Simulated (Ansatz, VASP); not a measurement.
Co in VASP and in Ansatz

```
Co
1.0
     2.53361    0.00000    0.00000
    -1.26680    2.19417    0.00000
     0.00000    0.00000    8.19361
Co
4
Cartesian
  0.0000 0.0000 0.0000
  1.2668 2.1942 4.0968
  0.0000 1.4628 2.0484
  1.2668 0.7314 6.1452
```

Alike in both runs: task single point; functional BLYP; k mesh 16 × 16 × 5; occupations fermi-dirac, width 0.05 eV; collinear spin.

|  | VASP | Ansatz |
| --- | --- | --- |
| version | VASP 6.6.1 | Ansatz 0.2.0 |
| potentials or method | VASP PAW PBE potentials, release 64 (Co), cutoff 520 eV | plane waves (420 eV) with PAW, scalar-relativistic |
| valence electrons in the cell | 36 | 68 |

|  | VASP | Ansatz | Ansatz less VASP |
| --- | --- | --- | --- |
| pressure (GPa) | -0.6 | -0.3 | +0.31 |
| traceless stress, the component that is largest in VASP (GPa) | 0.36 | 0.29 | -0.069 |
| net moment per atom (μB) | 1.62 | 1.63 | +0.013 |
| size of the moment on the site where the two differ most (μB) | 1.65 | 1.71 | +0.060 |

VASP's potentials were made for PBE, not for BLYP. Site moments also hang on the region over which each program counts them. The functional is the same, so the differences come from potentials, cutoffs and numerics. VASP's potentials hold 36 valence electrons a cell and Ansatz's 68, so a difference there can come from the potentials and not from the codes.
